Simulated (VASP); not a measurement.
A run of VASP 6.6.1:

The input INCAR:

```
PREC = Accurate
ENCUT = 600
EDIFF = 1E-6
ISMEAR = -1
SIGMA = 0.05
LREAL = False
LASPH = True
NELM = 60
ALGO = Normal
ISIF = 3
LWAVE = False
LCHARG = False
GGA = PS
IBRION = 2
NSW = 80
EDIFFG = -0.01
PSTRESS = 200.0
```

File KPOINTS:

```
Automatic mesh
0
Gamma
  8 8 8
```

POSCAR

```
CdS
1.0
    0.0000000000      2.9165000000      2.9165000000
    2.9165000000      0.0000000000      2.9165000000
    2.9165000000      2.9165000000      0.0000000000
Cd S
1 1
Direct
    0.0000000000      0.0000000000      0.0000000000
    0.7500000000      0.7500000000      0.7500000000
```

Potentials or basis: VASP PAW PBE potentials, release 64 (Cd, S).

The run is started by

```console
$ cat potpaw_PBE.64/Cd/POTCAR potpaw_PBE.64/S/POTCAR > POTCAR
$ mpirun -np 1 vasp_std > vasp.out
```

Hardware: 1 thread of Intel(R) Xeon(R) Platinum 8488C (Sapphire Rapids), with other jobs on the host.

**Question.** How long does it take, and how much memory?

**Answer.** Run time: 66 s on 1 thread of Intel(R) Xeon(R) Platinum 8488C (Sapphire Rapids), with other jobs on the host, peak memory 0.22 GiB. Counts: scf iterations 48, k points 29, ion steps 5.
